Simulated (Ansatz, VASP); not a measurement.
**One calculation of C, two programs**

```
C
1.0
     2.46062    0.00000    0.00000
    -1.23031    2.13096    0.00000
     0.00000    0.00000    8.40566
C
8
Cartesian
  0.0000 0.0000 0.7812
  0.0000 0.0000 4.9840
  0.0000 0.0000 3.4216
  0.0000 0.0000 7.6245
  0.0000 1.4206 1.3075
  1.2303 0.7103 5.5103
  0.0000 1.4206 2.8954
  1.2303 0.7103 7.0982
```

Change from the starting cell: mode 21 frozen in at +0.000 Å, strain +e along z and -e/2 along x and y +0.0233.

Alike in both runs: task single point; functional LDA; k mesh 12 × 12 × 4; occupations gaussian, width 0.05 eV; no spin polarisation.

```csv
,VASP,Ansatz
version,VASP 6.6.1,Ansatz 0.2.0
potentials or method,"VASP PAW LDA potentials, release 64 (C), cutoff 520 eV","scalar-relativistic, plane waves, PAW"
valence electrons in the cell,32,32
```

```csv
,VASP,Ansatz,Ansatz less VASP
gap on the k mesh at the Fermi level (eV),4.60,4.60,0.000
least direct gap on the mesh (eV),4.60,4.60,0.000
pressure (GPa),2.6,0.8,-1.71
"traceless stress, the component that is largest in VASP (GPa)",-29.09,-28.93,+0.158
rms of the force components (eV/Å),0.041,0.031,-0.0091
```

Ansatz warns that its potentials were made for another functional, while VASP's fit it. LDA's correlation is that of Perdew and Zunger in VASP and of Perdew and Wang (1992) in Ansatz. Atom by atom the forces differ by 0.009 eV/Å (rms over components).
